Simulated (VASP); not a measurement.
# LaPSe (Immm) in VASP: single point with PBE

Aim: the single point of LaPSe with PBE.

All numbers are computed with VASP 6.6.1; they aren't measurements. Logs are shortened: lines on timing, memory, paths and dates and some standing lists are left out, and cuts for length are marked.

## Step 1: The cell of the first run

It takes space group Immm (No. 71, orthorhombic). The conventional cell has a = 3.749 Å, b = 5.220 Å, c = 13.350 Å, α = 90.00°, β = 90.00°, γ = 90.00°. La (site symmetry mm2) has 4 P at 2.85 Å and 4 Se at 2.89 to 2.95 Å and 3 La at 3.17 to 3.75 Å within 3.8 Å. P (site symmetry m2m) has 2 P at 2.31 to 2.91 Å and 4 La at 2.85 Å within 3.0 Å. Within 3.8 Å of Se (site symmetry mm2) lie 4 La at 2.89 to 2.95 Å and 6 Se at 3.38 to 3.75 Å and 4 P at 3.57 Å.

## Step 2: Single point, PBE

Contents of INCAR:

```
PREC     = Accurate       # precision mode
ENCUT    = 520            # plane-wave cutoff, eV
EDIFF    = 1E-7           # SCF threshold, eV
ISMEAR   = 1              # smearing method
SIGMA    = 0.0128         # smearing width, eV
LREAL    = F              # projectors in reciprocal space
LASPH    = T              # aspherical terms in the spheres
NELM     = 80             # most SCF steps
ALGO     = Normal         # electronic algorithm
ISIF     = 2              # what is computed and relaxed
LWAVE    = F              # write WAVECAR
LCHARG   = F              # write CHGCAR
GGA      = PE             # functional
NBANDS   = 31             # bands
```

Contents of KPOINTS:

```
Automatic mesh
0
Gamma
  7 7 7
```

Contents of POSCAR:

```
LaPSe
1.0
    0.0000000000      0.0000000000      5.2199970000
    3.7485230000      0.0000000000      0.0000000000
    1.8742620000      6.6752300000     -2.6099990000
La P Se
2 2 2
Direct
    0.6188000000      0.8812000000      0.2376000000
    0.3812000000      0.1188000000      0.7624000000
    0.2210000000      0.5000000000      0.0000000000
    0.7790000000      0.5000000000      0.0000000000
    0.2110000000      0.7890000000      0.4220000000
    0.7890000000      0.2110000000      0.5780000000
```

Potentials or basis: VASP PAW PBE potentials, release 64 (La, P, Se).

Command:

```sh
$ cat potpaw_PBE.64/La/POTCAR potpaw_PBE.64/P/POTCAR potpaw_PBE.64/Se/POTCAR > POTCAR
$ mpirun -np 1 vasp_std > vasp.out
```

OUTCAR:

```text
PREC = Accurate
   ENCUT = 520
   EDIFF = 1E-7
   ISMEAR = 1
   LREAL = F
   LASPH = T
   NELM = 80
   ISIF = 2
   GGA = PE

 ion  position               nearest neighbor table
   1  0.619  0.881  0.238-   3 2.85   4 2.85   3 2.85   4 2.85   5 2.89   5 2.89   6 2.95   6 2.95
                             2 3.17
   2  0.381  0.119  0.762-   4 2.85   3 2.85   4 2.85   3 2.85   6 2.89   6 2.89   5 2.95   5 2.95
                             1 3.17
   3  0.221  0.500  0.000-   4 2.31   1 2.85   2 2.85   1 2.85   2 2.85   4 2.91
   4  0.779  0.500  0.000-   3 2.31   2 2.85   1 2.85   2 2.85   1 2.85   3 2.91
   5  0.211  0.789  0.422-   1 2.89   1 2.89   2 2.95   2 2.95
   6  0.789  0.211  0.578-   2 2.89   2 2.89   1 2.95   1 2.95

  LATTYP: Found a body centered orthorhombic cell.
 ALAT       =     3.7485230000
 B/A-ratio  =     1.3925476781
 C/A-ratio  =     3.5615254328

  Lattice vectors:

 A1 = (  -1.8742620000,  -6.6752300000,   2.6099990000)
 A2 = (   1.8742610000,  -6.6752300000,  -2.6099980000)
 A3 = (   1.8742620000,   6.6752300000,   2.6099980000)

Analysis of symmetry for initial positions (statically):
=====================================================================
 Subroutine PRICEL returns:
 Original cell was already a primitive cell.

 Routine SETGRP: Setting up the symmetry group for a
 body centered orthorhombic supercell.

 Subroutine GETGRP returns: Found  8 space group operations
 (whereof  8 operations were pure point group operations)
 out of a pool of  8 trial point group operations.

The static configuration has the point symmetry D_2h.

Analysis of symmetry for dynamics (positions and initial velocities):
=====================================================================
 Subroutine PRICEL returns:
 Original cell was already a primitive cell.

 Routine SETGRP: Setting up the symmetry group for a
 body centered orthorhombic supercell.

 Subroutine GETGRP returns: Found  8 space group operations
 (whereof  8 operations were pure point group operations)
 out of a pool of  8 trial point group operations.

The dynamic configuration has the point symmetry D_2h.

 Subroutine INISYM returns: Found  8 space group operations
 (whereof  8 operations are pure point group operations),
 and found     1 'primitive' translations

----------------------------------------------------------------------------------------

                                     Primitive cell

  volume of cell :     130.6161

  direct lattice vectors                    reciprocal lattice vectors
     0.000000000  0.000000000  5.219997000     0.000000000  0.074903800  0.191570991
     3.748523000  0.000000000  0.000000000     0.266771739 -0.074903806  0.000000000
     1.874262000  6.675230000 -2.609999000     0.000000000  0.149807572  0.000000000

  length of vectors
     5.219997000  3.748523000  7.408349909     0.205694006  0.277087966  0.149807572

  position of ions in fractional coordinates (direct lattice)
     0.618800000  0.881200000  0.237600000
     0.381200000  0.118800000  0.762400000
     0.221000000  0.500000000  0.000000000
     0.779000000  0.500000000  0.000000000
     0.211000000  0.789000000  0.422000000
     0.789000000  0.211000000  0.578000000

  ion indices of the primitive-cell ions
   primitive index   ion index
                 1           1
                 2           2
                 3           3
                 4           4
                 5           5
                 6           6

----------------------------------------------------------------------------------------

 KPOINTS: Automatic mesh

Automatic generation of k-mesh.
 Grid dimensions read from file:
 generate k-points for:    7    7    7

 Generating k-lattice:

  Cartesian coordinates                     Fractional coordinates (reciprocal lattice)
     0.000000000  0.010700543  0.027367284     0.142857143  0.000000000 -0.000000000
     0.038110248 -0.010700544  0.000000000     0.000000000  0.142857143  0.000000000
     0.000000000  0.021401082  0.000000000     0.000000000  0.000000000  0.142857143

  Length of vectors
     0.029384858  0.039583995  0.021401082

  Shift w.r.t. Gamma in fractional coordinates (k-lattice)
     0.000000000  0.000000000  0.000000000

 Subroutine IBZKPT returns following result:
 ===========================================

 Found     64 irreducible k-points:

 Following reciprocal coordinates:
            Coordinates               Weight
  0.000000  0.000000  0.000000      1.000000
  0.142857  0.000000  0.000000      4.000000
  0.285714  0.000000  0.000000      4.000000
  0.428571  0.000000  0.000000      4.000000
  0.000000  0.142857 -0.000000      4.000000
  0.142857  0.142857  0.000000      4.000000
[... 16 lines left out ...]
 -0.428571  0.428571 -0.000000      8.000000
 -0.285714  0.428571 -0.000000      8.000000
 [... further k-points ...]
   k-points           NKPTS =     64   k-points in BZ     NKDIM =     64   number of bands    NBANDS=     31
   number of dos      NEDOS =    301   number of ions     NIONS =      6
   total plane-waves  NPLWV =  62720
   dimension x,y,z NGX =    40 NGY =   28 NGZ =   56
   dimension x,y,z NGXF=    80 NGYF=   56 NGZF=  112
   ions per type =               2   2   2
   NGX,Y,Z   is equivalent  to a cutoff of  12.74, 12.42, 12.57 a.u.
   NGXF,Y,Z  is equivalent  to a cutoff of  25.48, 24.84, 25.13 a.u.
 SYSTEM =  unknown system
   PREC   = accura    normal or accurate (medium, high low for compatibility)
   ISTART =      0    job   : 0-new  1-cont  2-samecut
   ICHARG =      2    charge: 1-file 2-atom 10-const
   ISPIN  =      1    spin polarized calculation?
   LNONCOLLINEAR =      F non collinear calculations
   LSORBIT =      F    spin-orbit coupling
   LASPH  =      T    aspherical Exc in radial PAW
   ENCUT  =  520.0 eV  38.22 Ry    6.18 a.u.   9.71  6.97 13.77*2*pi/ulx,y,z
   NELM   =     80;   NELMIN=  2; NELMDL= -5     # of ELM steps
   EDIFF  = 0.1E-06   stopping-criterion for ELM
   LREAL  =      F    real-space projection
   EDIFFG = 0.1E-05   stopping-criterion for IOM
   NSW    =      0    number of steps for IOM
   IBRION =     -1    ionic relax: 0-MD 1-quasi-New 2-CG
   NFREE  =      0    steps in history (QN), initial steepest desc. (CG)
   ISIF   =      2    stress and relaxation
   ISYM   =      2    0-nonsym 1-usesym 2-fastsym
   POTIM  = 0.5000    time-step for ionic-motion
   TEBEG  =    0.0;   TEEND  =   0.0 temperature during run
   PSTRESS=    0.0 pullay stress
   NELECT =      44.0000    total number of electrons
   NUPDOWN=      -1.0000    fix difference up-down
   EMIN   =  10.00;   EMAX   =-10.00  energy-range for DOS
   EFERMI =   0.00;   METHOD = LEGACY
   ISMEAR =     1;   SIGMA  =   0.01  broadening in eV -4-tet -1-fermi 0-gaus
   EFERMI_NEDOS =   21; number of points for ismear=-14 and -15
   IALGO  =     38    algorithm
   IMIX   =      4    mixing-type and parameters
     AMIX     =   0.40;   BMIX     =  1.00
     AMIX_MAG =   1.60;   BMIX_MAG =  1.00
  volume/ion in A,a.u.               =      21.77       146.91
  Fermi-wavevector in a.u.,A,eV,Ry     =   1.139096  2.152579 17.654086  1.297539
  Thomas-Fermi vector in A             =   2.275799
   LORBIT       =      0    0 simple, 1 ext, 2 COOP (PROOUT), +10 PAW based schemes
   GGA     = PE    functional components
   LHFCALC =     F    Hartree Fock is set to
   AEXX    =    0.0000 exact exchange contribution
   IVDW    =     0    specifies the selected vdW correction
   LEPSILON=     F    determine dielectric tensor
   LRPA    =     F    only Hartree local field effects (RPA)
 non-spin polarized calculation
 Methfessel and Paxton  Order N= 1 SIGMA  =   0.01
  energy-cutoff  :      520.00
  volume of cell :      130.62
 maximum number of plane-waves:      3541
   NGX = 19   NGY = 13   NGZ = 27

 number of electron      44.0000001 magnetization

 Free energy of the ion-electron system (eV)
  ---------------------------------------------------
  ext. energy  EPLUGINS =         0.00000000
  ---------------------------------------------------
  free energy    TOTEN  =       -32.18374428 eV

  energy without entropy =      -32.18380615  energy(sigma->0) =      -32.18376490

 E-fermi :   7.2463     XC(G=0): -10.4901

 val. band max:        7.2454451047   @ k =   0.0000   0.0000   0.1429
 cond. band min:       7.2544672574   @ k =   0.0000   0.0000   0.2857
 fundamental gap:      0.0090221527
 Fermi energy:         7.2462693655

 k-point     1 :       0.0000    0.0000    0.0000
  band No.  band energies     occupation
      1     -24.0769      2.00000
      2     -23.8404      2.00000
      3      -9.4415      2.00000
      4      -8.1707      2.00000
      5      -7.9123      2.00000
      6      -7.6673      2.00000
[... 23 lines left out ...]
     30      10.9413      0.00000
     31      11.0181      0.00000

 k-point     2 :       0.1429    0.0000    0.0000
  band No.  band energies     occupation
      1     -24.0750      2.00000
      2     -23.8414      2.00000
      3      -9.4091      2.00000
      4      -8.2579      2.00000
      5      -7.9766      2.00000
      6      -7.6695      2.00000
[... 23 lines left out ...]
     30      10.9373      0.00000
     31      11.0015      0.00000

 k-point     3 :       0.2857    0.0000    0.0000
  band No.  band energies     occupation
      1     -24.0705      2.00000
      2     -23.8438      2.00000
      3      -9.3283      2.00000
      4      -8.4574      2.00000
      5      -8.0841      2.00000
      6      -7.6741      2.00000
[... 23 lines left out ...]
     30      10.8334      0.00000
     31      10.9652      0.00000

 k-point     4 :       0.4286    0.0000    0.0000
  band No.  band energies     occupation
      1     -24.0669      2.00000
      2     -23.8458      2.00000
      3      -9.2492      2.00000
      4      -8.6248      2.00000
      5      -8.1422      2.00000
      6      -7.6775      2.00000
[... 23 lines left out ...]
     30      10.9053      0.00000
     31      10.9725      0.00000

 k-point     5 :       0.0000    0.1429   -0.0000
  band No.  band energies     occupation
      1     -24.0593      2.00000
      2     -23.8274      2.00000
      3      -9.3444      2.00000
      4      -8.1377      2.00000
      5      -8.0003      2.00000
      6      -7.8756      2.00000
[... 23 lines left out ...]
     30      10.9483      0.00000
     31      11.0153      0.00000
[... 542 lines left out ...]
     30      11.0057      0.00000
     31      11.0301      0.00000

 k-point    22 :       0.4286    0.4286   -0.0000
  band No.  band energies     occupation
      1     -23.9837      2.00000
      2     -23.7716      2.00000
      3      -8.9432      2.00000
      4      -8.8299      2.00000
      5      -8.4505      2.00000
      6      -8.2289      2.00000
[... 23 lines left out ...]
     30      11.0219      0.00000
     31      11.0832      0.00000

 k-point    23 :      -0.4286    0.4286   -0.0000
  band No.  band energies     occupation
      1     -23.9830      2.00000
      2     -23.7724      2.00000
      3      -8.9538      2.00000
      4      -8.7897      2.00000
      5      -8.4693      2.00000
      6      -8.2251      2.00000
[... 23 lines left out ...]
     30      10.9735      0.00000
     31      11.0348      0.00000

 k-point    24 :      -0.2857    0.4286   -0.0000
  band No.  band energies     occupation
      1     -23.9836      2.00000
      2     -23.7736      2.00000
      3      -8.9775      2.00000
      4      -8.7878      2.00000
      5      -8.4454      2.00000
      6      -8.1361      2.00000
[... 23 lines left out ...]
     30      10.8905      0.00000
     31      11.0082      0.00000

 [... further k-points ...]

------------------------ aborting loop because EDIFF is reached ----------------------------------------

  FORCE on cell =-STRESS in cart. coord.  units (eV):
  Direction    XX          YY          ZZ          XY          YZ          ZX
  --------------------------------------------------------------------------------------
  -------------------------------------------------------------------------------------
  Total       14.4350579     13.9080839      9.3657704      0.0000010     -0.0000010     -0.0000000
  in kB      177.0648862    170.6008604    114.8834372      0.0000128     -0.0000128     -0.0000000
  external PRESSURE =     154.1830613 kB  Pullay stress =       0.0000000 kB

 VOLUME and BASIS-vectors are now :
 -----------------------------------------------------------------------------
  energy-cutoff  :      520.00
  volume of cell :      130.62
      direct lattice vectors                 reciprocal lattice vectors
     0.000000000  0.000000000  5.219997000     0.000000000  0.074903800  0.191570991
     3.748523000  0.000000000  0.000000000     0.266771739 -0.074903806  0.000000000
     1.874262000  6.675230000 -2.609999000     0.000000000  0.149807572  0.000000000

 POSITION                                       TOTAL-FORCE (eV/Angst)
 -----------------------------------------------------------------------------------
      3.74852      1.58603      2.61000         0.000000      1.950417     -0.000000
      1.87426      5.08920     -0.00000        -0.000000     -1.950417      0.000000
      1.87426      0.00000      1.15362         0.000000      0.000000     -2.499369
      1.87426      0.00000      4.06638        -0.000000      0.000000      2.499369
      3.74852      2.81695     -0.00000        -0.000000     -0.080709      0.000000
      1.87426      3.85828      2.61000         0.000000      0.080709     -0.000000
 -----------------------------------------------------------------------------------
    total drift:                                0.000000      0.000000     -0.000000

  FREE ENERGIE OF THE ION-ELECTRON SYSTEM (eV)
  ---------------------------------------------------
  free  energy   TOTEN  =       -32.1837442815 eV

  energy  without entropy=      -32.1838061463  energy(sigma->0) =      -32.18376490
```

Wall time 12 min (1 thread of AMD EPYC, shared host); peak memory 0.39 GiB.

Results:

```
Free energy            : -32.1837 eV
Pressure               : 15.4 GPa
Largest force          : 2.499 eV/Å
Band gap on the k mesh : zero (bands 22 and 23 overlap by 0.95 eV)
```

Forces in eV/Å, atoms in the order of the input:
```
La   0.000  1.950  0.000
La   0.000 -1.950  0.000
P    0.000  0.000 -2.499
P    0.000  0.000  2.499
Se   0.000 -0.081  0.000
Se   0.000  0.081  0.000
```

Caveat: the stress differs along the axes, from 11 to 18 GPa; spin-orbit coupling is left out, which moves the levels of the heavy elements; forces of over 1 eV/Å act on the atoms, so gaps and moduli don't describe the material at rest.
